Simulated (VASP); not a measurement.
**Sb: relaxation of cell and atoms with PBE**

Crystal: Sb.

```
Sb
1.0
     2.68962    0.00000    0.00000
    -1.34481    2.32928    0.00000
     0.00000    0.00000    4.28015
Sb
2
Cartesian
  0.0000 1.5529 1.0700
  1.3448 0.7764 3.2101
```

This isn't the form of Sb at room conditions, which is rhombohedral.

```json
{
 "Program": "VASP 6.6.1",
 "Task": "relaxation of cell and atoms",
 "Functional": "PBE",
 "Potentials or basis": "VASP PAW PBE potentials, release 64 (Sb)",
 "Cutoff": "600 eV",
 "k mesh": "16 × 16 × 9",
 "Occupations": "fermi-dirac, width 0.1 eV",
 "Spin": "no spin polarisation",
 "Target pressure": "220 GPa",
 "Dipole correction": "no",
 "Further INCAR settings": "ALGO = Normal; EDIFF = 1e-07; IBRION = 2; EDIFFG = -0.005; NSW = 32; ISIF = 3"
}
```

| Property | Result |
| --- | --- |
| Relaxed volume | 13.50 Å³/atom |
| Relaxed cell | a = 2.696 Å, b = 2.696 Å, c = 4.290 Å, α = 90.00°, β = 90.00°, γ = 120.00° |
| Space group after relaxing (to 0.1 Å) | P6_3/mmc (No. 194) |
| Energy change on relaxing (the run minimises the enthalpy) | -134.2 meV/atom |
| Ionic steps | 4 |
| Pressure after relaxing | 220.0 GPa |
| Band gap on the k mesh | zero (bands 5 and 6 overlap by 14.47 eV) |

The path:
```csv
step,energy change (eV),largest force (eV/Å),pressure (GPa),volume (Å³)
1,0.0000,0.0000,226.07,26.81
2,-2.4828,0.0000,170.71,28.83
3,-0.2777,0.0000,219.79,27.01
4,-0.2684,0.0000,220.00,27.01
```

Final structure:
```cif
data_structure
_symmetry_space_group_name_H-M 'P 1'
_symmetry_Int_Tables_number 1
_cell_length_a 2.6961
_cell_length_b 2.6961
_cell_length_c 4.2904
_cell_angle_alpha 90.000
_cell_angle_beta 90.000
_cell_angle_gamma 120.000
_cell_volume 27.01
loop_
_atom_site_label
_atom_site_type_symbol
_atom_site_fract_x
_atom_site_fract_y
_atom_site_fract_z
_atom_site_occupancy
Sb1 Sb 0.33333 0.66667 0.25000 1
Sb2 Sb 0.66667 0.33333 0.75000 1
```

Levels at points of the mesh, in eV from the Fermi level:
```csv
k point,band 3,band 4,band 5,band 6,band 7,band 8
"(0.00, 0.00, 0.00)",-11.31,6.88,6.88,8.05,9.30,9.30
"(0.50, 0.00, 0.00)",-5.00,-4.84,-3.62,-1.77,-0.34,5.01
```

Wall time 2.1 min on 1 thread of Intel Xeon 8259CL, on a shared host, peak memory 0.2 GiB.

Caveat: the cell is relaxed towards a set pressure, so the run minimises the enthalpy, not the energy; spin-orbit coupling is left out, which moves the levels of the heavy elements.
